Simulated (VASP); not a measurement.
TlSn, 2 atoms in the cell. The structure is tetragonal, space group P4/mmm (No. 123). The conventional cell has a = 3.289 Å, b = 3.289 Å, c = 5.020 Å, α = 90.00°, β = 90.00°, γ = 90.00°. Within 4.3 Å of Tl (site symmetry 4/mmm) lie 4 Tl at 3.29 Å and 8 Sn at 3.42 Å. Sn (site symmetry 4/mmm) has 4 Sn at 3.29 Å and 8 Tl at 3.42 Å within 4.3 Å. 

- Program: VASP 6.6.1
- Task: relaxation of shape and atoms at fixed volume
- Functional: LDA
- Potentials or basis: VASP PAW LDA potentials, release 64 (Tl_d, Sn_d)
- Cutoff: 600 eV
- k mesh: 12 × 12 × 10
- Occupations: fermi-dirac, width 0.15 eV
- Spin: no spin polarisation
- Dipole correction: no
- Further INCAR settings: ALGO = Fast; EDIFF = 1e-06; IBRION = 2; EDIFFG = -0.001; NSW = 80; ISIF = 4

Potentials or basis: VASP PAW LDA potentials, release 64 (Tl_d, Sn_d).

The run is started by

```console
$ cat potpaw_LDA.64/Tl_d/POTCAR potpaw_LDA.64/Sn_d/POTCAR > POTCAR
$ mpirun -np 1 vasp_std > vasp.out
```

Hardware: 1 thread of Intel(R) Xeon(R) Platinum 8488C (Sapphire Rapids), with other jobs on the host.

Estimate the wall time of this run.

Run time: 5 min on 1 thread of Intel(R) Xeon(R) Platinum 8488C (Sapphire Rapids) (shared host), peak memory 0.32 GiB. Counts: scf iterations 30, k points 168, ion steps 5.
